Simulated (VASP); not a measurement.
# NbPdSe4 (P6/mmm) in VASP: a series of runs

NbPdSe4 is run at these levels: PBE; tasks: relaxation of cell and atoms.

All numbers are computed with VASP 6.6.1; they aren't measurements. Logs are shortened: lines on timing, memory, paths and dates and some standing lists are left out, and cuts for length are marked.

## (1) The cell of the first run

It takes space group P6/mmm (No. 191, hexagonal). The conventional cell has a = 4.019 Å, b = 4.019 Å, c = 8.492 Å, α = 90.00°, β = 90.00°, γ = 120.00°. Within 4.3 Å of Nb (site symmetry 6/mmm) lie 12 Se at 3.11 Å and 6 Nb at 4.02 Å and 2 Pd at 4.25 Å. Pd (site symmetry 6/mmm) has 12 Se at 3.18 Å and 6 Pd at 4.02 Å and 2 Nb at 4.25 Å within 4.3 Å. Within 3.2 Å of Se (site symmetry 3m) lie 3 Se at 2.32 Å and 3 Nb at 3.11 Å and 3 Pd at 3.18 Å.

The cell was built from a structure type or drawn by symmetry, and may not be a known phase.

## (2) Relaxation of cell and atoms, PBE

The input, INCAR:

```
SYSTEM = NbPdSe4
ALGO = Normal
EDIFF = 1E-6
EDIFFG = -0.04
ENCUT = 600
GGA = PE
IBRION = 2
ISIF = 3
ISMEAR = 0
LASPH = .TRUE.
LCHARG = .FALSE.
LREAL = .FALSE.
LWAVE = .FALSE.
NELM = 80
NSW = 90
PREC = Accurate
SIGMA = 0.1
```

The input, KPOINTS:

```
k-points
0
G
  6 6 2
  0 0 0
```

The input, POSCAR:

```
NbPdSe4
1.0
    4.0194972400      0.0000000000      0.0000000000
   -2.0097486200      3.4809867200      0.0000000000
    0.0000000000      0.0000000000      8.4922746200
Nb Pd Se
1 1 4
Direct
    0.0000000000      0.0000000000      0.5000000000
    0.0000000000      0.0000000000      0.0000000000
    0.3333333300      0.6666666700      0.7438020100
    0.3333333300      0.6666666700      0.2561979900
    0.6666666700      0.3333333300      0.7438020100
    0.6666666700      0.3333333300      0.2561979900
```

Potentials or basis: VASP PAW PBE potentials, release 64 (Nb_sv, Pd, Se).

On the command line:

```bash
$ cat potpaw_PBE.64/Nb_sv/POTCAR potpaw_PBE.64/Pd/POTCAR potpaw_PBE.64/Se/POTCAR > POTCAR
$ mpirun -np 1 vasp_std > vasp.out
```

OUTCAR:

```text
SYSTEM = NbPdSe4
   EDIFF = 1E-6
   EDIFFG = -0.04
   ENCUT = 600
   GGA = PE
   IBRION = 2
   ISIF = 3
   ISMEAR = 0
   LASPH = .TRUE.
   LREAL = .FALSE.
   NELM = 80
   NSW = 90
   PREC = Accurate

 ion  position               nearest neighbor table
   1  0.000  0.000  0.500-
   2  0.000  0.000  0.000-
   3  0.333  0.667  0.744-   5 2.32   5 2.32   5 2.32
   4  0.333  0.667  0.256-   6 2.32   6 2.32   6 2.32
   5  0.667  0.333  0.744-   3 2.32   3 2.32   3 2.32
   6  0.667  0.333  0.256-   4 2.32   4 2.32   4 2.32

  LATTYP: Found a hexagonal cell.
 ALAT       =     4.0194972400
 C/A-ratio  =     2.1127703573

  Lattice vectors:

 A1 = (   4.0194972400,   0.0000000000,   0.0000000000)
 A2 = (  -2.0097486200,   3.4809867200,   0.0000000000)
 A3 = (   0.0000000000,   0.0000000000,   8.4922746200)

Analysis of symmetry for initial positions (statically):
=====================================================================
 Subroutine PRICEL returns:
 Original cell was already a primitive cell.

 Routine SETGRP: Setting up the symmetry group for a
 hexagonal supercell.

 Subroutine GETGRP returns: Found 24 space group operations
 (whereof 24 operations were pure point group operations)
 out of a pool of 24 trial point group operations.

The static configuration has the point symmetry D_6h.

Analysis of symmetry for dynamics (positions and initial velocities):
=====================================================================
 Subroutine PRICEL returns:
 Original cell was already a primitive cell.

 Routine SETGRP: Setting up the symmetry group for a
 hexagonal supercell.

 Subroutine GETGRP returns: Found 24 space group operations
 (whereof 24 operations were pure point group operations)
 out of a pool of 24 trial point group operations.

The dynamic configuration has the point symmetry D_6h.

 Subroutine INISYM returns: Found 24 space group operations
 (whereof 24 operations are pure point group operations),
 and found     1 'primitive' translations

----------------------------------------------------------------------------------------

                                     Primitive cell

  volume of cell :     118.8223

  direct lattice vectors                    reciprocal lattice vectors
     4.019497240  0.000000000  0.000000000     0.248787333  0.143637434  0.000000000
    -2.009748620  3.480986720  0.000000000     0.000000000  0.287274868  0.000000000
     0.000000000  0.000000000  8.492274620     0.000000000  0.000000000  0.117754082

  length of vectors
     4.019497240  4.019497240  8.492274620     0.287274868  0.287274868  0.117754082

  position of ions in fractional coordinates (direct lattice)
     0.000000000  0.000000000  0.500000000
     0.000000000  0.000000000  0.000000000
     0.333333330  0.666666670  0.743802010
     0.333333330  0.666666670  0.256197990
     0.666666670  0.333333330  0.743802010
     0.666666670  0.333333330  0.256197990

  ion indices of the primitive-cell ions
   primitive index   ion index
                 1           1
                 2           2
                 3           3
                 4           4
                 5           5
                 6           6

----------------------------------------------------------------------------------------

 KPOINTS: k-points

Automatic generation of k-mesh.
 Grid dimensions read from file:
 generate k-points for:    6    6    2

 Generating k-lattice:

  Cartesian coordinates                     Fractional coordinates (reciprocal lattice)
     0.041464556  0.023939572  0.000000000     0.166666667  0.000000000  0.000000000
     0.000000000  0.047879145  0.000000000     0.000000000  0.166666667  0.000000000
     0.000000000  0.000000000  0.058877041     0.000000000  0.000000000  0.500000000

  Length of vectors
     0.047879145  0.047879145  0.058877041

  Shift w.r.t. Gamma in fractional coordinates (k-lattice)
     0.000000000  0.000000000  0.000000000

 Subroutine IBZKPT returns following result:
 ===========================================

 Found     14 irreducible k-points:

 Following reciprocal coordinates:
            Coordinates               Weight
  0.000000  0.000000  0.000000      1.000000
  0.166667  0.000000  0.000000      6.000000
  0.333333  0.000000  0.000000      6.000000
  0.500000  0.000000  0.000000      3.000000
  0.166667  0.166667  0.000000      6.000000
  0.333333  0.166667  0.000000     12.000000
  0.333333  0.333333  0.000000      2.000000
  0.000000  0.000000  0.500000      1.000000
  0.166667  0.000000  0.500000      6.000000
  0.333333  0.000000  0.500000      6.000000
  0.500000  0.000000  0.500000      3.000000
  0.166667  0.166667  0.500000      6.000000
  0.333333  0.166667  0.500000     12.000000
  0.333333  0.333333  0.500000      2.000000
   k-points           NKPTS =     14   k-points in BZ     NKDIM =     14   number of bands    NBANDS=     28
   number of dos      NEDOS =    301   number of ions     NIONS =      6
   total plane-waves  NPLWV =  71680
   dimension x,y,z NGX =    32 NGY =   32 NGZ =   70
   dimension x,y,z NGXF=    64 NGYF=   64 NGZF=  140
   ions per type =               1   1   4
   NGX,Y,Z   is equivalent  to a cutoff of  13.24, 13.24, 13.70 a.u.
   NGXF,Y,Z  is equivalent  to a cutoff of  26.47, 26.47, 27.41 a.u.
 SYSTEM =  NbPdSe4
   PREC   = accura    normal or accurate (medium, high low for compatibility)
   ISTART =      0    job   : 0-new  1-cont  2-samecut
   ICHARG =      2    charge: 1-file 2-atom 10-const
   ISPIN  =      1    spin polarized calculation?
   LNONCOLLINEAR =      F non collinear calculations
   LSORBIT =      F    spin-orbit coupling
   LASPH  =      T    aspherical Exc in radial PAW
   ENCUT  =  600.0 eV  44.10 Ry    6.64 a.u.   8.03  8.03 16.96*2*pi/ulx,y,z
   NELM   =     80;   NELMIN=  2; NELMDL= -5     # of ELM steps
   EDIFF  = 0.1E-05   stopping-criterion for ELM
   LREAL  =      F    real-space projection
   EDIFFG = -.4E-01   stopping-criterion for IOM
   NSW    =     90    number of steps for IOM
   IBRION =      2    ionic relax: 0-MD 1-quasi-New 2-CG
   NFREE  =      1    steps in history (QN), initial steepest desc. (CG)
   ISIF   =      3    stress and relaxation
   ISYM   =      2    0-nonsym 1-usesym 2-fastsym
   POTIM  = 0.5000    time-step for ionic-motion
   TEBEG  =    0.0;   TEEND  =   0.0 temperature during run
   PSTRESS=    0.0 pullay stress
   NELECT =      47.0000    total number of electrons
   NUPDOWN=      -1.0000    fix difference up-down
   EMIN   =  10.00;   EMAX   =-10.00  energy-range for DOS
   EFERMI =   0.00;   METHOD = LEGACY
   ISMEAR =     0;   SIGMA  =   0.10  broadening in eV -4-tet -1-fermi 0-gaus
   EFERMI_NEDOS =   21; number of points for ismear=-14 and -15
   IALGO  =     38    algorithm
   IMIX   =      4    mixing-type and parameters
     AMIX     =   0.40;   BMIX     =  1.00
     AMIX_MAG =   1.60;   BMIX_MAG =  1.00
  volume/ion in A,a.u.               =      19.80       133.64
  Fermi-wavevector in a.u.,A,eV,Ry     =   1.201733  2.270947 19.649027  1.444163
  Thomas-Fermi vector in A             =   2.337534
   LORBIT       =      0    0 simple, 1 ext, 2 COOP (PROOUT), +10 PAW based schemes
   GGA     = PE    functional components
   LHFCALC =     F    Hartree Fock is set to
   AEXX    =    0.0000 exact exchange contribution
   IVDW    =     0    specifies the selected vdW correction
   LEPSILON=     F    determine dielectric tensor
   LRPA    =     F    only Hartree local field effects (RPA)
 conjugate gradient relaxation of ions
 non-spin polarized calculation
 Gauss-broadening in eV      SIGMA  =   0.10
  energy-cutoff  :      600.00
  volume of cell :      118.82
 maximum number of plane-waves:      3982
   NGX = 17   NGY = 17   NGZ = 33

--------------------------------------- Ionic step        1  -------------------------------------------

 number of electron      46.9999997 magnetization

 Free energy of the ion-electron system (eV)
  ---------------------------------------------------
  ext. energy  EPLUGINS =         0.00000000
  ---------------------------------------------------
  free energy    TOTEN  =       -21.53911863 eV

  energy without entropy =      -21.49874631  energy(sigma->0) =      -21.51893247

------------------------ aborting loop because EDIFF is reached ----------------------------------------

  FORCE on cell =-STRESS in cart. coord.  units (eV):
  Direction    XX          YY          ZZ          XY          YZ          ZX
  --------------------------------------------------------------------------------------
  -------------------------------------------------------------------------------------
  Total       21.4689153     21.4689153     -7.5909097      0.0000000     -0.0000000      0.0000000
  in kB      289.4826593    289.4826592   -102.3543428      0.0000000     -0.0000000      0.0000000
  external PRESSURE =     158.8703252 kB  Pullay stress =       0.0000000 kB
[... 65 lines left out ...]
  energy  without entropy=      -24.3463041899  energy(sigma->0) =      -24.37259242

--------------------------------------- Ionic step        3  -------------------------------------------

 number of electron      47.0000005 magnetization

 E-fermi :   4.8646     XC(G=0):  -9.8778

 val. band max:        4.8281640693   @ k =   0.1667   0.0000   0.5000
 cond. band min:       4.8818095974   @ k =   0.3333   0.1667   0.0000
 fundamental gap:      0.0536455281
 Fermi energy:         4.8645787498

 k-point     1 :       0.0000    0.0000    0.0000
  band No.  band energies     occupation
      1     -51.3443      2.00000
      2     -27.3742      2.00000
      3     -27.3121      2.00000
      4     -27.3121      2.00000
      5     -10.5237      2.00000
      6     -10.2619      2.00000
[... 456 lines left out ...]
  FREE ENERGIE OF THE ION-ELECTRON SYSTEM (eV)
  ---------------------------------------------------
  free  energy   TOTEN  =       -24.4545441276 eV

  energy  without entropy=      -24.4061257856  energy(sigma->0) =      -24.43033496

 E-fermi :  11.3808     XC(G=0): -12.2576

 val. band max:       11.3706175092   @ k =   0.5000   0.0000   0.5000
 cond. band min:      11.3904360475   @ k =   0.3333   0.0000   0.5000
 fundamental gap:      0.0198185383
 Fermi energy:        11.3807716012

 k-point     1 :       0.0000    0.0000    0.0000
  band No.  band energies     occupation
      1     -44.0930      2.00000
      2     -20.2991      2.00000
      3     -20.2978      2.00000
      4     -20.2978      2.00000
      5      -9.0521      2.00000
      6      -6.1747      2.00000
[... 423 lines left out ...]
     27      11.7503      0.00000
     28      12.9072      0.00000

[... ionic steps 4 to 13 ...]

--------------------------------------- Ionic step       14  -------------------------------------------

 number of electron      47.0000007 magnetization

------------------------ aborting loop because EDIFF is reached ----------------------------------------

  FORCE on cell =-STRESS in cart. coord.  units (eV):
  Direction    XX          YY          ZZ          XY          YZ          ZX
  --------------------------------------------------------------------------------------
  -------------------------------------------------------------------------------------
  Total       -0.2917651     -0.2917651     -0.7277199      0.0000000      0.0000000      0.0000000
  in kB       -4.0762241     -4.0762241    -10.1669098      0.0000000      0.0000000      0.0000000
  external PRESSURE =      -6.1064527 kB  Pullay stress =       0.0000000 kB
[... 65 lines left out ...]
  energy  without entropy=      -27.6706998647  energy(sigma->0) =      -27.68072379

--------------------------------------- Ionic step       16  -------------------------------------------

 number of electron      47.0000006 magnetization

 Free energy of the ion-electron system (eV)
  ---------------------------------------------------
  ext. energy  EPLUGINS =         0.00000000
  ---------------------------------------------------
  free energy    TOTEN  =       -27.69128983 eV

  energy without entropy =      -27.67155280  energy(sigma->0) =      -27.68142131

 E-fermi :   7.5217     XC(G=0): -11.2076

 val. band max:        7.5086491865   @ k =   0.1667   0.0000   0.0000
 cond. band min:       7.5932017752   @ k =   0.3333   0.0000   0.0000
 fundamental gap:      0.0845525887
 Fermi energy:         7.5216986927

 k-point     1 :       0.0000    0.0000    0.0000
  band No.  band energies     occupation
      1     -48.2948      2.00000
      2     -24.3954      2.00000
      3     -24.3954      2.00000
      4     -24.1401      2.00000
      5      -8.8350      2.00000
      6      -6.3931      2.00000
[... 456 lines left out ...]
  FREE ENERGIE OF THE ION-ELECTRON SYSTEM (eV)
  ---------------------------------------------------
  free  energy   TOTEN  =       -27.6912898275 eV

  energy  without entropy=      -27.6715527954  energy(sigma->0) =      -27.68142131

 reached required accuracy - stopping structural energy minimisation
```

Wall time 31 min (1 thread of Intel Xeon 8259CL, shared host); peak memory 0.32 GiB.

Results:

```
Free energy                           : -27.6913 eV
Relaxed volume                        : 19.01 Å³/atom
Relaxed cell                          : a = 4.820 Å, b = 4.820 Å, c = 5.668 Å, α = 90.00°, β = 90.00°, γ = 120.00°
Space group after relaxing (to 0.1 Å) : P6/mmm (No. 191)
Pressure after relaxing               : 0.0 GPa
Largest force after relaxing          : 0.024 eV/Å
Band gap on the k mesh                : zero (an odd number of electrons rules out a gap without spin polarisation)
```

Forces in eV/Å, atoms in the order of the input:
```
Nb   0.000  0.000  0.000
Pd   0.000  0.000  0.000
Se   0.000  0.000 -0.024
Se   0.000  0.000  0.024
Se   0.000  0.000 -0.024
Se   0.000  0.000  0.024
```

Final structure:
```xyz
6
Lattice="4.8199 0.0000 0.0000 -2.4099 4.1741 0.0000 0.0000 0.0000 5.6685" Properties=species:S:1:pos:R:3 pbc="T T T"
Nb    0.0000    0.0000    2.8342
Pd    0.0000    0.0000    5.6685
Se    0.0000    2.7828    4.1395
Se    0.0000    2.7828    1.5290
Se    2.4099    1.3914    4.1395
Se    2.4099    1.3914    1.5290
```

Caveat: the k points lie up to 0.55 Å⁻¹ apart in the final cell, too coarse for converged energies and pressures of a metal; a cell axis changed by over 15 % at a fixed basis, so the end point is rough.

## (3) Relaxation of cell and atoms, PBE

This run uses another cell than the first one, of 18.96 Å³/atom.

The input, INCAR:

```
SYSTEM = NbPdSe4
PREC = Accurate
ENCUT = 600
EDIFF = 1E-6
ISMEAR = 0
SIGMA = 0.1
LREAL = .FALSE.
LASPH = .TRUE.
NELM = 100
ALGO = Normal
ISIF = 3
LWAVE = .FALSE.
LCHARG = .FALSE.
GGA = PE
IBRION = 2
NSW = 90
EDIFFG = -0.04
```

The input, KPOINTS:

```
Automatic mesh
0
G
  6 6 4
  0 0 0
```

The input, POSCAR:

```
NbPdSe4
1.0
    4.8124172040      0.0000000000      0.0000000000
   -2.4062086020      4.1676755523      0.0000000000
    0.0000000000      0.0000000000      5.6722154747
Nb Pd Se
1 1 4
Direct
    0.0000000000      0.0000000000      0.5000000000
    0.0000000000      0.0000000000      0.0000000000
    0.3333333333      0.6666666667      0.7297166156
    0.3333333333      0.6666666667      0.2702833844
    0.6666666667      0.3333333333      0.7297166156
    0.6666666667      0.3333333333      0.2702833844
```

Potentials or basis: VASP PAW PBE potentials, release 64 (Nb_sv, Pd, Se).

On the command line:

```bash
$ cat potpaw_PBE.64/Nb_sv/POTCAR potpaw_PBE.64/Pd/POTCAR potpaw_PBE.64/Se/POTCAR > POTCAR
$ mpirun -np 1 vasp_std > vasp.out
```

Wall time 12 min (1 thread of Intel Xeon 8259CL, shared host); peak memory 0.33 GiB.

It converged, with:

```
Free energy                           : -27.3081 eV
Relaxed volume                        : 19.14 Å³/atom
Relaxed cell                          : a = 4.774 Å, b = 4.774 Å, c = 5.818 Å, α = 90.00°, β = 90.00°, γ = 120.00°
Space group after relaxing (to 0.1 Å) : P6/mmm (No. 191)
Energy gained by relaxing             : 6.6 meV/atom
Ionic steps                           : 6
Pressure after relaxing               : 0.1 GPa
Largest force after relaxing          : 0.013 eV/Å
Band gap on the k mesh                : zero (an odd number of electrons rules out a gap without spin polarisation)
```

Forces on the atoms (eV/Å):
```
Nb   0.000  0.000  0.000
Pd   0.000  0.000  0.000
Se   0.000  0.000 -0.013
Se   0.000  0.000  0.013
Se   0.000  0.000 -0.013
Se   0.000  0.000  0.013
```

Step by step:
| step | energy change (eV) | largest force (eV/Å) | pressure (GPa) | volume (Å³) |
| --- | --- | --- | --- | --- |
| 1 | 0.0000 | 0.0983 | 0.71 | 113.77 |
| 2 | -0.0278 | 0.1994 | -0.52 | 115.13 |
| 3 | -0.0283 | 0.2145 | -0.68 | 115.33 |
| 4 | -0.0367 | 0.1019 | 0.31 | 114.35 |
| 5 | -0.0368 | 0.0905 | 0.40 | 114.26 |
| 6 | -0.0394 | 0.0133 | 0.10 | 114.81 |

Final structure:
```
CELL_PARAMETERS angstrom
4.77357 0.00000 0.00000
-2.38678 4.13403 0.00000
0.00000 0.00000 5.81806
ATOMIC_POSITIONS crystal
Nb 0.00000 0.00000 0.50000
Pd 0.00000 0.00000 0.00000
Se 0.33333 0.66667 0.72510
Se 0.33333 0.66667 0.27490
Se 0.66667 0.33333 0.72510
Se 0.66667 0.33333 0.27490
```

Levels at points of the mesh, in eV from the Fermi level:
```
           k point  band 21  band 22  band 23  band 24  band 25  band 26
(0.00, 0.00, 0.00)    -1.75    -0.28    -0.28     0.75     0.83     1.12
(0.50, 0.00, 0.00)    -1.10    -0.31    -0.25     0.81     1.21     1.36
(0.00, 0.00, 0.50)    -1.15    -1.15    -0.35    -0.35    -0.07     0.57
(0.50, 0.00, 0.50)    -1.62    -0.54    -0.44    -0.38    -0.19     0.73
```
